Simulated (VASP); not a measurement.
Fe, 1 atom in the cell. The structure is cubic, space group Im-3m (No. 229). Conventional cell: a = 2.743 Å, b = 2.743 Å, c = 2.743 Å, α = 90.00°, β = 90.00°, γ = 90.00°. Fe (site symmetry m-3m) has 14 Fe at 2.38 to 2.74 Å within 3.1 Å. 

```yaml
Program: VASP 6.6.1
Task: single point
Functional: PBE
Potentials_or_basis: VASP PAW PBE potentials, release 64 (Fe)
Cutoff: 520 eV
k_mesh: 24 × 24 × 24
Occupations: fermi-dirac, width 0.0612256 eV
Spin: collinear spin, ferromagnetic start
Starting_moments: "[2.5] μB"
Dipole_correction: no
Further_INCAR_settings: ALGO = Normal; EDIFF = 1e-06; NBANDS = 14
```

Potentials or basis: VASP PAW PBE potentials, release 64 (Fe).

Run with:

```sh
$ cat potpaw_PBE.64/Fe/POTCAR > POTCAR
$ mpirun -np 1 vasp_std > vasp.out
```

Hardware: 1 thread of Intel Xeon 8259CL, on a shared host.

Task: Estimate the wall time of this run.

Result: Wall time 2.3 min on 1 thread of Intel Xeon 8259CL, on a shared host, peak memory 0.21 GiB. Counts: scf iterations 12, k points 413.
